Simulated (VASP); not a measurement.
Runs of VASP 6.6.1 on ZnO. The structure is that of space group P6_3/mmc (No. 194), or close to it. The cells are those of the table. 

```csv
task,cell,cutoff (eV),gap on the mesh (eV),pressure (GPa),relaxed volume (Å³/atom)
relaxation of shape and atoms at fixed volume,"relaxed from a = 3.245, b = 3.245, c = 7.576 Å, angles 90.0, 90.0, 120.0°, 4 atoms",600,0.87,-0.1,17.27
relaxation of cell and atoms,"relaxed from a = 3.288, b = 3.288, c = 7.130 Å, angles 90.0, 90.0, 120.0°, 4 atoms",600,0.83,0.1,16.68
relaxation of cell and atoms,"relaxed from a = 3.278, b = 3.278, c = 7.653 Å, angles 90.0, 90.0, 120.0°, 4 atoms",600,0.83,0.1,16.76
single point,"a = 3.278, b = 3.278, c = 7.653 Å, angles 90.0, 90.0, 120.0°, 4 atoms",520,0.92,(b),-
single point,"a = 3.277, b = 3.277, c = 7.427 Å, angles 90.0, 90.0, 120.0°, 4 atoms",520,0.88,(a),-
```

Alike in all rows: level PBE; potentials or basis VASP PAW PBE potentials, release 64 (Zn, O); no spin polarisation; k mesh 12 × 12 × 4; smearing gaussian 0.02 eV.

Fill in the values left out.

(a) 0.9; (b) 0.8.

A k mesh can miss the band edges.
